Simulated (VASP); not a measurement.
AlH6: relaxation of cell and atoms with PBE

The system is AlH6.

```
Al H
1.0
     3.57986    0.00000    0.00000
    -1.78993    3.10025    0.00000
     0.00000    0.00000    3.72684
Al H
1 6
Direct
  0.00000 0.00000 0.00000
  0.33333 0.66667 0.50000
  0.66667 0.33333 0.50000
  0.50000 0.00000 0.00000
  0.00000 0.50000 0.00000
  0.50000 0.50000 0.00000
  0.00000 0.00000 0.50000
```

The cell was built from a structure type or drawn by symmetry, and may not be a known phase.

```yaml
Program: VASP 6.6.1
Task: relaxation of cell and atoms
Functional: PBE
Potentials_or_basis: VASP PAW PBE potentials, release 64 (Al, H)
Cutoff: 600 eV
k_mesh: 6 × 6 × 6
Occupations: gaussian, width 0.1 eV
Spin: no spin polarisation
Dipole_correction: no
Further_INCAR_settings: ALGO = Normal; EDIFF = 1e-06; IBRION = 2; EDIFFG = -0.04; NSW = 90; ISIF = 3
```

```
Relaxed volume                        : 5.90 Å³/atom
Relaxed cell                          : a = 3.551 Å, b = 3.551 Å, c = 3.781 Å, α = 90.00°, β = 90.00°, γ = 120.00°
Space group after relaxing (to 0.1 Å) : P6/mmm (No. 191)
Energy gained by relaxing             : 0.9 meV/atom
Ionic steps                           : 3
Pressure after relaxing               : 0.6 GPa
Band gap on the k mesh                : zero (an odd number of electrons rules out a gap without spin polarisation)
```

Stress tensor (GPa, compression positive):
```
0.72 0.00 0.00
0.00 0.72 0.00
0.00 0.00 0.41
```

Step by step:
```csv
step,energy change (eV),largest force (eV/Å),pressure (GPa),volume (Å³)
1,0.0000,0.0000,-0.08,41.36
2,-0.0030,0.0000,0.09,41.34
3,-0.0061,0.0000,0.62,41.29
```

Final structure:
```
CELL_PARAMETERS angstrom
3.55074 0.00000 0.00000
-1.77537 3.07503 0.00000
0.00000 0.00000 3.78136
ATOMIC_POSITIONS crystal
Al 0.00000 0.00000 0.00000
H 0.33333 0.66667 0.50000
H 0.66667 0.33333 0.50000
H 0.50000 0.00000 0.00000
H 0.00000 0.50000 0.00000
H 0.50000 0.50000 0.00000
H 0.00000 0.00000 0.50000
```

Levels at points of the mesh, in eV from the Fermi level:
```csv
k point,band 3,band 4,band 5,band 6,band 7,band 8
"(0.00, 0.00, 0.00)",0.72,0.72,1.18,1.66,2.41,4.98
"(0.50, 0.00, 0.00)",-2.07,-1.08,-0.48,0.81,4.40,6.47
"(0.00, 0.00, 0.50)",0.98,0.98,1.61,2.93,5.94,5.94
"(0.50, 0.00, 0.50)",-5.02,-3.78,-0.63,0.64,2.98,6.92
```

Run time: 13 s on 1 thread of Intel(R) Xeon(R) 6975P-C (Granite Rapids) (shared host), peak memory 0.16 GiB.
